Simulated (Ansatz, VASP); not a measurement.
## AlN in VASP and in Ansatz

```
Al N
1.0
     3.13024    0.00000    0.00000
    -1.56512    2.71087    0.00000
     0.00000    0.00000    4.61654
Al N
2 2
Direct
  0.33333 0.66667 0.00173
  0.66667 0.33333 0.50173
  0.33333 0.66667 0.38327
  0.66667 0.33333 0.88327
```

Change from the starting cell: strain +0.000 along x and y, -0.080 along z, atoms carried along.

Alike in both runs: task single point; functional PBE; k mesh 12 × 12 × 6; occupations gaussian, width 0.05 eV; no spin polarisation.

|  | VASP | Ansatz |
| --- | --- | --- |
| version | VASP 6.6.1 | Ansatz 0.2.0 |
| potentials or method | VASP PAW PBE potentials, release 64 (Al, N), cutoff 520 eV | scalar-relativistic, plane waves, PAW |
| valence electrons in the cell | 16 | 16 |

|  | VASP | Ansatz | Ansatz less VASP |
| --- | --- | --- | --- |
| gap on the k mesh at the Fermi level (eV) | 4.51 | 4.50 | -0.011 |
| least direct gap on the mesh (eV) | 4.51 | 4.50 | -0.011 |
| pressure (GPa) | 20.0 | 20.2 | +0.19 |
| traceless stress, the component that is largest in VASP (GPa) | 27.59 | 27.27 | -0.320 |
| rms of the force components (eV/Å) | 1.053 | 1.045 | -0.0081 |

Atom by atom the forces differ by 0.008 eV/Å (rms over components).
